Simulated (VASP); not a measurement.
# ZnSe (F-43m) in VASP: a series of runs, part 2 of 3

VASP 6.6.1. Earlier steps stand in the parts before.

### Step 3. Vibrations by perturbation theory, PBEsol

This run uses another cell than the first one, of 21.43 Å³/atom, 1.058 times its volume.

Contents of INCAR:

```
  PREC = Accurate
  ENCUT = 520
  EDIFF = 1E-8
  ISMEAR = 0
  SIGMA = 0.01
  LREAL = F
  LASPH = T
  NELM = 100
  ALGO = Normal
  ISIF = 2
  LWAVE = F
  LCHARG = F
  GGA = PS
  IBRION = 8
  NSW = 1
  LEPSILON = T
```

Contents of KPOINTS:

```
regular mesh
0
Gamma
  8 8 8
```

Contents of POSCAR:

```
ZnSe
1.0
    0.0000000000      2.7777365887      2.7777365887
    2.7777365887      0.0000000000      2.7777365887
    2.7777365887      2.7777365887      0.0000000000
Zn Se
1 1
Direct
    0.0000000000      0.0000000000      0.0000000000
    0.7500000000      0.7500000000      0.7500000000
```

Potentials or basis: VASP PAW PBE potentials, release 64 (Zn, Se).

Run with:

```sh
cat potpaw_PBE.64/Zn/POTCAR potpaw_PBE.64/Se/POTCAR > POTCAR
mpirun -np 1 vasp_std > vasp.out
```

OUTCAR:

```text
PREC = Accurate
   ENCUT = 520
   EDIFF = 1E-8
   ISMEAR = 0
   LREAL = F
   LASPH = T
   NELM = 100
   ISIF = 2
   GGA = PS
   IBRION = 8
   NSW = 1
   LEPSILON = T

 ion  position               nearest neighbor table
   1  0.000  0.000  0.000-   2 2.41   2 2.41   2 2.41   2 2.41
   2  0.750  0.750  0.750-   1 2.41   1 2.41   1 2.41   1 2.41

  LATTYP: Found a face centered cubic cell.
 ALAT       =     5.5554731774

  Lattice vectors:

 A1 = (   0.0000000000,   2.7777365887,   2.7777365887)
 A2 = (   2.7777365887,   0.0000000000,   2.7777365887)
 A3 = (   2.7777365887,   2.7777365887,   0.0000000000)

Analysis of symmetry for initial positions (statically):
=====================================================================
 Subroutine PRICEL returns:
 Original cell was already a primitive cell.

 Routine SETGRP: Setting up the symmetry group for a
 face centered cubic supercell.

 Subroutine GETGRP returns: Found 24 space group operations
 (whereof 24 operations were pure point group operations)
 out of a pool of 48 trial point group operations.

The static configuration has the point symmetry T_d .

Analysis of symmetry for dynamics (positions and initial velocities):
=====================================================================
 Subroutine PRICEL returns:
 Original cell was already a primitive cell.

 Routine SETGRP: Setting up the symmetry group for a
 face centered cubic supercell.

[... 642 lines left out ...]

 PIEZOELECTRIC TENSOR (including local field effects)  for field in x, y, z        (C/m^2)
          XX          YY          ZZ          XY          YZ          ZX
  --------------------------------------------------------------------------------
  x    -0.00000    -0.00000    -0.00000     0.00000     0.69156     0.00000
  y    -0.00000     0.00000    -0.00000     0.00000     0.00000     0.69156
  z    -0.00000     0.00000    -0.00000     0.69156     0.00000     0.00000

 BORN EFFECTIVE CHARGES (including local field effects) (in |e|, cummulative output)
 ---------------------------------------------------------------------------------
 ion    1
    1     1.98922     0.00000    -0.00000
    2    -0.00000     1.98922     0.00000
    3    -0.00000     0.00000     1.98922
 ion    2
    1    -1.98922     0.00000     0.00000
    2     0.00000    -1.98922    -0.00000
    3     0.00000    -0.00000    -1.98922

 INTERNAL STRAIN TENSOR FOR ION    2 for displacements in x,y,z  (eV/Angst):
          X           Y           Z          XY          YZ          ZX
  --------------------------------------------------------------------------------
  x    -0.00000    -0.00000    -0.00000     0.00000     7.25002     0.00000
  y     0.00000    -0.00000     0.00000     0.00000     0.00000     7.25002
  z    -0.00000    -0.00000    -0.00000     7.25002     0.00000     0.00000

 SECOND DERIVATIVES (NOT SYMMETRIZED)
 ------------------------------------
               1X          1Y          1Z          2X          2Y          2Z
  1X    -6.648827    0.000000    0.000000    6.648827    0.000000    0.000000
  1Y     0.000000   -6.648827    0.000000    0.000000    6.648827    0.000000
  1Z     0.000000    0.000000   -6.648827    0.000000    0.000000    6.648827
  2X     6.701724    0.000000    0.000000   -6.701724    0.000000    0.000000
  2Y     0.000000    6.701724    0.000000    0.000000   -6.701724    0.000000
  2Z     0.000000    0.000000    6.701724    0.000000    0.000000   -6.701724

 Eigenvectors and eigenvalues of the dynamical matrix
 ----------------------------------------------------

   1 f  =    6.752342 THz    42.426216 2PiTHz  225.233886 cm-1    27.925430 meV
             X         Y         Z           dx          dy          dz
      0.000000  0.000000  0.000000     0.738268    0.000000    0.000000
      4.166605  4.166605  4.166605    -0.674508    0.000000    0.000000
[... 21 lines left out ...]
   6 f/i=    0.013323 THz     0.083708 2PiTHz    0.444391 cm-1     0.055097 meV
             X         Y         Z           dx          dy          dz
      0.000000  0.000000  0.000000     0.303984   -0.600421   -0.045267
      4.166605  4.166605  4.166605     0.332718   -0.657178   -0.049546

--------------------------------------------------------------------------------------------------------

 MACROSCOPIC STATIC DIELECTRIC TENSOR IONIC CONTRIBUTION
 ------------------------------------------------------
           2.502406     0.000000    -0.000000
           0.000000     2.502406    -0.000000
          -0.000000    -0.000000     2.502406
 ------------------------------------------------------

 ELASTIC MODULI CONTR FROM IONIC RELAXATION (kBar)
 Direction    XX          YY          ZZ          XY          YZ          ZX
 --------------------------------------------------------------------------------
 XX          -0.0000     -0.0000      0.0000      0.0000      0.0000     -0.0000
 YY          -0.0000     -0.0000      0.0000      0.0000     -0.0000      0.0000
 ZZ           0.0000      0.0000     -0.0000      0.0000      0.0000      0.0000
 XY           0.0000      0.0000      0.0000   -294.6754      0.0000      0.0000
 YZ           0.0000     -0.0000      0.0000      0.0000   -294.6754     -0.0000
 ZX          -0.0000      0.0000      0.0000      0.0000     -0.0000   -294.6754
 --------------------------------------------------------------------------------

 PIEZOELECTRIC TENSOR IONIC CONTR  for field in x, y, z        (C/m^2)
          XX          YY          ZZ          XY          YZ          ZX
  --------------------------------------------------------------------------------
  x     0.00000    -0.00000     0.00000     0.00000    -0.80802    -0.00000
  y    -0.00000     0.00000     0.00000     0.00000    -0.00000    -0.80802
  z     0.00000     0.00000     0.00000    -0.80802     0.00000     0.00000
```

OSZICAR:

```text
N       E                     dE             d eps       ncg     rms          rms(c)
DAV:   1     0.857393788169E+02    0.85739E+02   -0.92442E+03   754   0.161E+03
DAV:   2    -0.117509544264E+01   -0.86914E+02   -0.82761E+02   797   0.273E+02
DAV:   3    -0.700597108601E+01   -0.58309E+01   -0.58043E+01   934   0.704E+01
DAV:   4    -0.706183431857E+01   -0.55863E-01   -0.55853E-01   809   0.743E+00
[... 173 lines left out ...]
RMM:   8    -0.820333005520E-01   -0.26736E-05   -0.45090E-09  4425   0.359E-04    0.418E-05
RMM:   9    -0.820333318630E-01   -0.31311E-07    0.12385E-08  4328   0.127E-04    0.106E-05
RMM:  10    -0.820332106393E-01    0.12122E-06    0.72201E-09  4207   0.306E-05    0.334E-06
RMM:  11    -0.820332212911E-01   -0.10652E-07    0.21318E-09  3920   0.121E-05    0.222E-06
RMM:  12    -0.820332224883E-01   -0.11972E-08    0.13817E-09  3028   0.463E-06    0.245E-07
 Linear response finished
```

stdout:

```text
POSCAR found type information on POSCAR ZnSe
 POSCAR found :  2 types and       2 ions
 scaLAPACK will be used
 -----------------------------------------------------------------------------
|                                                                             |
|                                                                             |
|     You enforced a specific xc type in the INCAR file but a different       |
[... 39 lines left out ...]
 force on displaced ion       1 direction 1 :  -6.649  -0.000  -0.000
 Born effective charge ion    1 direction 1 :   1.963   0.000   0.000
 Linear response progress:
 first order change of Fermi-energy  -0.26356E+00
 force on displaced ion       2 direction 1 :  -6.702   0.000   0.000
 Born effective charge ion    2 direction 1 :  -2.014   0.000   0.000
 Born effective charges drift removed
 Linear response finished
```

It took 7.3 min on 1 thread of Intel Xeon Platinum 8259CL at 2.50GHz (Skylake/Cascade Lake), shared host; peak memory 0.3 GiB.

What came out:

| Quantity | Value |
| --- | --- |
| Electronic dielectric tensor (diagonal) | 7.79 |
| Born charges (mean of the diagonal) | Zn +1.99; Se -1.99 e |
| Highest phonon frequency at Γ, LO-TO splitting left out | 225 cm⁻¹ |

Phonon frequencies in cm⁻¹ (negative: imaginary):
| q point | frequencies |
| --- | --- |
| (0.000, 0.000, 0.000) | 0 0 0 225 225 225 |

Electronic dielectric tensor:
```
7.79 0.00 0.00
0.00 7.79 0.00
0.00 0.00 7.79
```

Born effective charge tensors (e):
atom 1, Zn
```
1.99 0.00 0.00
0.00 1.99 0.00
0.00 0.00 1.99
```
atom 2, Se
```
-1.99  0.00  0.00
 0.00 -1.99  0.00
 0.00  0.00 -1.99
```

Caveat: the cell wasn't relaxed at this level first, which shifts response properties; the PAW data sets were made with another functional, which shifts forces and pressure a little.

### Step 4. Vibrations by perturbation theory, PBEsol (phonons at volume x 0.98)

Contents of INCAR:

```
ALGO = Normal
EDIFF = 1E-8
ENCUT = 520
GGA = PS
IBRION = 8
ISIF = 2
ISMEAR = 0
LASPH = T
LCHARG = F
LEPSILON = T
LREAL = F
LWAVE = F
NELM = 60
NSW = 1
PREC = Accurate
SIGMA = 0.01
```

Contents of KPOINTS:

```
k-points
0
Gamma
  8 8 8
```

Contents of POSCAR:

```
ZnSe
1.0
    0.0000000000      2.7976963290      2.7976963290
    2.7976963290      0.0000000000      2.7976963290
    2.7976963290      2.7976963290      0.0000000000
Zn Se
1 1
Direct
    0.0000000000      0.0000000000      0.0000000000
    0.7500000000      0.7500000000      0.7500000000
```

Potentials or basis: VASP PAW PBE potentials, release 64 (Zn, Se).

Run with:

```sh
cat potpaw_PBE.64/Zn/POTCAR potpaw_PBE.64/Se/POTCAR > POTCAR
mpirun -np 1 vasp_std > vasp.out
```

OUTCAR:

```text
EDIFF = 1E-8
   ENCUT = 520
   GGA = PS
   IBRION = 8
   ISIF = 2
   ISMEAR = 0
   LASPH = T
   LEPSILON = T
   LREAL = F
   NELM = 60
   NSW = 1
   PREC = Accurate

 ion  position               nearest neighbor table
   1  0.000  0.000  0.000-   2 2.42   2 2.42   2 2.42   2 2.42
   2  0.750  0.750  0.750-   1 2.42   1 2.42   1 2.42   1 2.42

  LATTYP: Found a face centered cubic cell.
 ALAT       =     5.5953926580

  Lattice vectors:

 A1 = (   0.0000000000,   2.7976963290,   2.7976963290)
 A2 = (   2.7976963290,   0.0000000000,   2.7976963290)
 A3 = (   2.7976963290,   2.7976963290,   0.0000000000)

Analysis of symmetry for initial positions (statically):
=====================================================================
 Subroutine PRICEL returns:
 Original cell was already a primitive cell.

 Routine SETGRP: Setting up the symmetry group for a
 face centered cubic supercell.

 Subroutine GETGRP returns: Found 24 space group operations
 (whereof 24 operations were pure point group operations)
 out of a pool of 48 trial point group operations.

The static configuration has the point symmetry T_d .

Analysis of symmetry for dynamics (positions and initial velocities):
=====================================================================
 Subroutine PRICEL returns:
 Original cell was already a primitive cell.

 Routine SETGRP: Setting up the symmetry group for a
 face centered cubic supercell.

 Subroutine GETGRP returns: Found 24 space group operations
 (whereof 24 operations were pure point group operations)
 out of a pool of 48 trial point group operations.

The dynamic configuration has the point symmetry T_d .

 Subroutine INISYM returns: Found 24 space group operations
 (whereof 24 operations are pure point group operations),
 and found     1 'primitive' translations

----------------------------------------------------------------------------------------

                                     Primitive cell

  volume of cell :      43.7957

  direct lattice vectors                    reciprocal lattice vectors
     0.000000000  2.797696329  2.797696329    -0.178718467  0.178718467  0.178718467
     2.797696329  0.000000000  2.797696329     0.178718467 -0.178718467  0.178718467
     2.797696329  2.797696329  0.000000000     0.178718467  0.178718467 -0.178718467

  length of vectors
     3.956540092  3.956540092  3.956540092     0.309549466  0.309549466  0.309549466

  position of ions in fractional coordinates (direct lattice)
     0.000000000  0.000000000  0.000000000
[... 573 lines left out ...]

 PIEZOELECTRIC TENSOR FIELD DIRECTION 3  (C/m^2)
 -----------------------------------------------------------------------------
    -0.00026  0.69716  0.00000
     0.69716 -0.00026  0.00000
     0.00000  0.00000 -0.00010

--------------------------------------- Ionic step        4  -------------------------------------------

------------------------ aborting loop because EDIFF is reached ----------------------------------------

[... ionic steps 5 to 6 ...]

--------------------------------------- Ionic step        7  -------------------------------------------

 Free energy of the ion-electron system (eV)
  ---------------------------------------------------
  ---------------------------------------------------
  free energy    TOTEN  =        -0.08213206 eV

  energy without entropy =       -0.08213206

------------------------ aborting loop because EDIFF is reached ----------------------------------------

 INTERNAL STRAIN TENSOR  FOR ION    2  DIRECTION 1   (eV/Angst):
 -----------------------------------------------------------------------------
    -0.01696  0.00000  0.00000
     0.00000  0.01452  6.41583
     0.00000  6.41583  0.01452

 MACROSCOPIC STATIC DIELECTRIC TENSOR (including local field effects in DFT)
 ------------------------------------------------------
           7.915875    -0.000000    -0.000000
           0.000000     7.915875    -0.000000
           0.000000     0.000000     7.915875
 ------------------------------------------------------

 PIEZOELECTRIC TENSOR (including local field effects)  for field in x, y, z        (e  Angst)
          XX          YY          ZZ          XY          YZ          ZX
  --------------------------------------------------------------------------------
  x    -0.00000     0.00000     0.00000     0.00000     1.92229     0.00000
  y     0.00000    -0.00000    -0.00000     0.00000     0.00000     1.92229
  z     0.00000     0.00000    -0.00000     1.92229     0.00000     0.00000

 PIEZOELECTRIC TENSOR (including local field effects)  for field in x, y, z        (C/m^2)
          XX          YY          ZZ          XY          YZ          ZX
  --------------------------------------------------------------------------------
  x    -0.00000     0.00000     0.00000     0.00000     0.70323     0.00000
  y     0.00000    -0.00000    -0.00000     0.00000     0.00000     0.70323
  z     0.00000     0.00000    -0.00000     0.70323     0.00000     0.00000

 BORN EFFECTIVE CHARGES (including local field effects) (in |e|, cummulative output)
 ---------------------------------------------------------------------------------
 ion    1
    1     2.02447     0.00000    -0.00000
    2     0.00000     2.02447     0.00000
    3     0.00000     0.00000     2.02447
 ion    2
    1    -2.02447     0.00000     0.00000
    2     0.00000    -2.02447     0.00000
    3    -0.00000    -0.00000    -2.02447

 INTERNAL STRAIN TENSOR FOR ION    2 for displacements in x,y,z  (eV/Angst):
          X           Y           Z          XY          YZ          ZX
  --------------------------------------------------------------------------------
  x     0.00000     0.00000     0.00000     0.00000     6.41583     0.00000
  y     0.00000     0.00000     0.00000     0.00000     0.00000     6.41583
  z     0.00000     0.00000     0.00000     6.41583     0.00000     0.00000

 SECOND DERIVATIVES (NOT SYMMETRIZED)
 ------------------------------------
               1X          1Y          1Z          2X          2Y          2Z
  1X    -6.170886    0.000000    0.000000    6.170886    0.000000    0.000000
  1Y     0.000000   -6.170886    0.000000    0.000000    6.170886    0.000000
  1Z     0.000000    0.000000   -6.170886    0.000000    0.000000    6.170886
  2X     6.238831    0.000000    0.000000   -6.238831    0.000000    0.000000
  2Y     0.000000    6.238831    0.000000    0.000000   -6.238831    0.000000
  2Z     0.000000    0.000000    6.238831    0.000000    0.000000   -6.238831

 Eigenvectors and eigenvalues of the dynamical matrix
 ----------------------------------------------------

   1 f  =    6.509620 THz    40.901149 2PiTHz  217.137552 cm-1    26.921613 meV
             X         Y         Z           dx          dy          dz
      0.000000  0.000000  0.000000     0.000000    0.737759    0.000000
      4.196544  4.196544  4.196544     0.000000   -0.675064    0.000000
[... 21 lines left out ...]
   6 f/i=    0.017751 THz     0.111531 2PiTHz    0.592100 cm-1     0.073411 meV
             X         Y         Z           dx          dy          dz
      0.000000  0.000000  0.000000     0.000000    0.000000   -0.675064
      4.196544  4.196544  4.196544     0.000000    0.000000   -0.737759

--------------------------------------------------------------------------------------------------------

 MACROSCOPIC STATIC DIELECTRIC TENSOR IONIC CONTRIBUTION
 ------------------------------------------------------
           2.729095     0.000000    -0.000000
           0.000000     2.729095    -0.000000
          -0.000000    -0.000000     2.729095
 ------------------------------------------------------

 ELASTIC MODULI CONTR FROM IONIC RELAXATION (kBar)
 Direction    XX          YY          ZZ          XY          YZ          ZX
 --------------------------------------------------------------------------------
 XX          -0.0000     -0.0000     -0.0000     -0.0000      0.0000     -0.0000
 YY          -0.0000     -0.0000     -0.0000     -0.0000     -0.0000      0.0000
 ZZ          -0.0000     -0.0000     -0.0000      0.0000     -0.0000     -0.0000
 XY          -0.0000     -0.0000      0.0000   -243.1257      0.0000      0.0000
 YZ           0.0000     -0.0000     -0.0000      0.0000   -243.1257      0.0000
 ZX          -0.0000      0.0000     -0.0000      0.0000      0.0000   -243.1257
 --------------------------------------------------------------------------------

 PIEZOELECTRIC TENSOR IONIC CONTR  for field in x, y, z        (C/m^2)
          XX          YY          ZZ          XY          YZ          ZX
  --------------------------------------------------------------------------------
  x     0.00000    -0.00000    -0.00000     0.00000    -0.76647    -0.00000
  y    -0.00000     0.00000    -0.00000     0.00000     0.00000    -0.76647
  z    -0.00000    -0.00000     0.00000    -0.76647    -0.00000     0.00000
```

Wall time 7.1 min (1 thread of Intel Xeon Platinum 8259CL at 2.50GHz (Skylake/Cascade Lake), shared host); peak memory 0.3 GiB.

What came out:

```yaml
Electronic_dielectric_tensor_diagonal: 7.92
Born_charges_mean_of_the_diagonal: Zn +2.02; Se -2.02 e
Highest_phonon_frequency_at_Γ_LO-TO_splitting_left_out: 217 cm⁻¹
```

Phonon frequencies in cm⁻¹ (negative: imaginary):
```csv
q point,frequencies
"(0.000, 0.000, 0.000)",-1 -1 -1 217 217 217
```

Electronic dielectric tensor:
```
7.92 0.00 0.00
0.00 7.92 0.00
0.00 0.00 7.92
```

Born effective charge tensors (e):
atom 1, Zn
```
2.02 0.00 0.00
0.00 2.02 0.00
0.00 0.00 2.02
```
atom 2, Se
```
-2.02  0.00  0.00
 0.00 -2.02  0.00
 0.00  0.00 -2.02
```

Caveat: the cell differs from its parent crystal (phonons at volume x 0.98); the cell wasn't relaxed at this level first, which shifts response properties; the PAW data sets were made with another functional, which shifts forces and pressure a little.

(Continued in part 3 of 3.)
